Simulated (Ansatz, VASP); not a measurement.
## Two plane-wave programs on Bi2Te3

INCAR

```
SYSTEM = Bi2Te3
PREC = Accurate
ENCUT = 520
EDIFF = 1E-6
ISMEAR = 0
SIGMA = 0.5
LREAL = .FALSE.
LASPH = .TRUE.
NELM = 80
ALGO = Normal
ISIF = 2
LWAVE = .FALSE.
LCHARG = .FALSE.
GGA = PE
NBANDS = 32
```

The input KPOINTS:

```
Automatic mesh
0
G
  12 12 12
  0 0 0
```

POSCAR

```
Bi2Te3
1.0
    2.2085012539      1.2750787934      9.9466700000
   -2.2085012539      1.2750787934      9.9466700000
    0.0000000000     -2.5501575869      9.9466700000
Bi Te
2 3
Direct
    0.8120000000      0.8120000000      0.8120000000
    0.4020000000      0.4020000000      0.4020000000
    0.6110000000      0.6110000000      0.6110000000
    0.2000000000      0.2000000000      0.2000000000
    0.0000000000      0.0000000000      0.0000000000
```

Input for Ansatz:

```yaml
crystal:
  lattice:
    - [2.2085012539, 1.2750787934, 9.94667]
    - [-2.2085012539, 1.2750787934, 9.94667]
    - [0.0, -2.5501575869, 9.94667]
  atoms:
    - { symbol: Bi, position: [0.812, 0.812, 0.812] }
    - { symbol: Bi, position: [0.402, 0.402, 0.402] }
    - { symbol: Te, position: [0.611, 0.611, 0.611] }
    - { symbol: Te, position: [0.2, 0.2, 0.2] }
    - { symbol: Te, position: [0.0, 0.0, 0.0] }
basis:
  ecutwfc: 420
kpoints:
  mp_grid: { grid: [12, 12, 12] }
hamiltonian:
  xc: pbe
scf:
  occupations: { method: gaussian, width: 0.5 }
output:
  forces: true
  stress: true
  eigenvalues: true
```

Alike in both runs: task single point; functional PBE; k mesh 12 × 12 × 12; occupations gaussian, width 0.5 eV; no spin polarisation.

|  | VASP | Ansatz |
| --- | --- | --- |
| version | VASP 6.6.1 | Ansatz 0.2.0 |
| potentials or method | VASP PAW PBE potentials, release 64 (Bi_d, Te), cutoff 520 eV | scalar-relativistic, plane waves, PAW |
| valence electrons in the cell | 48 | 78 |

Ansatz gave:

```
gap on the k mesh at the Fermi level (eV)                     : none
pressure (GPa)                                                : 1.9
traceless stress, the component that is largest in VASP (GPa) : -0.63
rms of the force components (eV/Å)                            : 0.500
```

**Question.** Which values does VASP return?

**Answer.** gap on the k mesh at the Fermi level (eV): none; pressure (GPa): 1.8; traceless stress, the component that is largest in VASP (GPa): -0.64; rms of the force components (eV/Å): 0.503.

Atom by atom the forces differ by 0.003 eV/Å (rms over components). A gap of «none» marks a metal or a gap that the smearing closes. VASP's potentials hold 48 valence electrons a cell and Ansatz's 78, so a difference there can come from the potentials and not from the codes.

Spin-orbit coupling is off throughout.
